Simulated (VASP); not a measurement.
**Pt: single point with PBEsol**

Pt:

```
Pt
1.0
    -1.54079    1.54079    1.54079
     1.54079   -1.54079    1.54079
     1.54079    1.54079   -1.54079
Pt
1
Direct
  0.00000 0.00000 0.00000
```

| Property | Result |
| --- | --- |
| Program | VASP 6.6.1 |
| Task | single point |
| Functional | PBEsol |
| Potentials or basis | VASP PAW PBE potentials, release 64 (Pt) |
| Cutoff | 500 eV |
| k mesh | 13 × 13 × 13 |
| Occupations | methfessel-paxton, width 0.15 eV |
| Spin | no spin polarisation |
| Dipole correction | no |
| Further INCAR settings | ALGO = Normal; EDIFF = 1e-06; NBANDS = 11 |

The pressure is 11.4 GPa and the band gap on the k mesh is zero (band 5 reaches 12.52 eV, above the bottom of band 6 at 10.15 eV).

Levels at points of the mesh, in eV from the Fermi level:
| k point | band 1 | band 2 | band 3 | band 4 | band 5 | band 6 | band 7 | band 8 | band 9 | band 10 |
| --- | --- | --- | --- | --- | --- | --- | --- | --- | --- | --- |
| (0.00, 0.00, 0.00) | -10.45 | -4.00 | -4.00 | -4.00 | -1.18 | -1.18 | 16.97 | 16.97 | 16.97 | 27.98 |

Run time: 14 s on 1 thread of Intel Xeon 8259CL, with other jobs on the host, peak memory 0.14 GiB.

Caveat: the PAW data sets were made with another functional, which shifts forces and pressure a little; spin-orbit coupling is left out, which moves the levels of the heavy elements.
